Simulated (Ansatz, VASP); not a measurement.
## NaI: VASP beside Ansatz

```
CELL_PARAMETERS angstrom
0.00000 3.58138 3.58138
3.58138 0.00000 3.58138
3.58138 3.58138 0.00000
ATOMIC_POSITIONS crystal
Na 0.00000 0.00000 0.00000
I 0.25000 0.25000 0.25000
```

Alike in both runs: task electric field gradients; functional PBE; k mesh 10 × 10 × 10; occupations fermi-dirac, width 0.05 eV; non-collinear spin, spin-orbit coupling.

|  | VASP | Ansatz |
| --- | --- | --- |
| version | VASP 6.6.1 | Ansatz 0.2.0 |
| potentials or method | VASP PAW PBE potentials, release 64 (Na_pv, I) | PAW with Ansatz's default frozen-core files, fully relativistic files with spin-orbit coupling |
| plane-wave cutoff (eV) | 520 | 420 |
| valence electrons in the cell | 14 | 26 |

```csv
,VASP,Ansatz,Ansatz less VASP
pressure (GPa),0.0,0.0,-0.02
net moment per atom (μB),0.00,0.00,0.000
```

VASP's potentials hold 14 valence electrons a cell and Ansatz's 26, so a difference there can come from the potentials and not from the codes.
